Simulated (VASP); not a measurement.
Input of a VASP 6.6.1 run:

Contents of INCAR:

```
ALGO     = Normal         # electronic algorithm
EDIFF    = 1E-6           # SCF threshold, eV
ENCUT    = 520            # plane-wave cutoff, eV
GGA      = PE             # functional
ISIF     = 2              # what is computed and relaxed
ISMEAR   = -1             # smearing method
ISPIN    = 2              # spin polarisation
LASPH    = T              # aspherical terms in the spheres
LCHARG   = F              # write CHGCAR
LDAU     = T              # DFT+U
LDAUJ    = 0 0          
LDAUL    = 2 -1           # shell
LDAUPRINT= 1            
LDAUTYPE = 2            
LDAUU    = 4 0            # U, eV
LMAXMIX  = 4              # l up to which the mixer works
LORBIT   = 11             # projections on sites
LREAL    = F              # projectors in reciprocal space
LWAVE    = F              # write WAVECAR
MAGMOM   = 4.5 -4.5 0 0   # initial moments
NBANDS   = 31             # bands
NELM     = 150            # most SCF steps
PREC     = Accurate       # precision mode
SIGMA    = 0.05           # smearing width, eV
```

The input KPOINTS:

```
k-points
0
Gamma
  4 8 8
```

The input POSCAR:

```
MnS
1.0
    0.0000000000      5.2090000000      5.2090000000
    2.6045000000      0.0000000000      2.6045000000
    2.6045000000      2.6045000000      0.0000000000
Mn S
2 2
Direct
    0.0000000000      0.0000000000      0.0000000000
    0.5000000000      0.0000000000      0.0000000000
    0.2500000000      0.5000000000      0.5000000000
    0.7500000000      0.5000000000      0.5000000000
```

Potentials or basis: VASP PAW PBE potentials, release 64 (Mn_pv, S).

Command:

```sh
$ cat potpaw_PBE.64/Mn_pv/POTCAR potpaw_PBE.64/S/POTCAR > POTCAR
$ mpirun -np 1 vasp_std > vasp.out
```

Q: Estimate the site moments.

A: Mn +4.51, -4.51; S +0.00 μB.

Q: Predict the pressure.

A: 2.7 GPa.

Q: Estimate the net moment.

A: 0.00 μB per cell.

Q: Estimate the band gap on the k mesh.

A: 2.26 eV.

Stress tensor (GPa, compression positive):
```
 2.67  0.18  0.18
 0.18  2.67 -0.18
 0.18 -0.18  2.67
```

A k mesh can miss the band edges. The state reached can hang on the start; a lower one may exist.
